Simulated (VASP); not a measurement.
Wanted: the native input for a VASP 6.6.1 run.

* Task: single point
* Functional: PBEsol
* Potentials or basis: VASP PAW PBE potentials, release 64 (Na_pv, S)
* Cutoff: 500 eV
* k mesh: 6 × 6 × 6
* Occupations: gaussian, width 0.01 eV
* Spin: no spin polarisation
* Dipole correction: no
* Further INCAR settings: ALGO = Normal; EDIFF = 1e-06; NBANDS = 17

The structure of Na2S lies in POSCAR:

```
Na2S
1.0
    0.0162531116      3.2587488685      3.2587488685
    3.2587488685      0.0162531116      3.2587488685
    3.2587488685      3.2587488685      0.0162531116
Na S
2 1
Direct
    0.2497050707      0.2497050707      0.2497050707
    0.7502949293      0.7502949293      0.7502949293
    0.0000000000      0.0000000000      0.0000000000
```

This cell differs from its parent crystal: equal xy, yz and zx engineering shears of +0.5 %.

These files were run (other wordings do the same):

INCAR

```
SYSTEM = Na2S
  ALGO = Normal
  EDIFF = 1E-6
  ENCUT = 500
  GGA = PS
  GGA_COMPAT = .False.
  ISIF = 2
  ISMEAR = 0
  LASPH = .True.
  LCHARG = .False.
  LREAL = .False.
  LWAVE = .False.
  NBANDS = 17
  NELM = 120
  PREC = Accurate
  SIGMA = 0.01
```

KPOINTS

```
k-points
0
Gamma
  6 6 6
  0 0 0
```

Potentials or basis: VASP PAW PBE potentials, release 64 (Na_pv, S).

Run with:

```sh
$ cat potpaw_PBE.64/Na_pv/POTCAR potpaw_PBE.64/S/POTCAR > POTCAR
$ mpirun -np 1 vasp_std > vasp.out
```

It gave:

```
Pressure               : 0.1 GPa
Band gap on the k mesh : 2.42 eV
```

Caveat: the cell differs from its parent crystal (equal xy, yz and zx engineering shears of +0.5 %); the PAW data sets were made with another functional, which shifts forces and pressure a little.

Wall time 39 s on 1 thread of Intel(R) Xeon(R) Platinum 8488C (Sapphire Rapids), on a shared host, peak memory 0.2 GiB.
